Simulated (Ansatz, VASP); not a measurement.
**Two plane-wave programs on As**

```xyz
2
Lattice="1.9036 1.0991 3.6082 -1.9036 1.0991 3.6082 0.0000 -2.1981 3.6082" Properties=species:S:1:pos:R:3 pbc="T T T"
As    0.0000    0.0000    8.3750
As    0.0000    0.0000    2.4495
```

Alike in both runs: task single point; functional PBE; k mesh 10 × 10 × 10; occupations fermi-dirac, width 0.3 eV; no spin polarisation.

```csv
,VASP,Ansatz
version,VASP 6.6.1,Ansatz 0.2.0
potentials or method,"VASP PAW PBE potentials, release 64 (As), cutoff 520 eV","plane waves (420 eV) with PAW, scalar-relativistic"
valence electrons in the cell,10,30
```

Ansatz gave:

```
pressure (GPa)                                                : 0.1
traceless stress, the component that is largest in VASP (GPa) : 0.28
```

Problem. Estimate VASP's values.

Solution. Pressure (GPa): 0.3; traceless stress, the component that is largest in VASP (GPa): 0.21.

The functional is the same, so the differences come from potentials, cutoffs and numerics. VASP's potentials hold 10 valence electrons a cell and Ansatz's 30, so a difference there can come from the potentials and not from the codes.
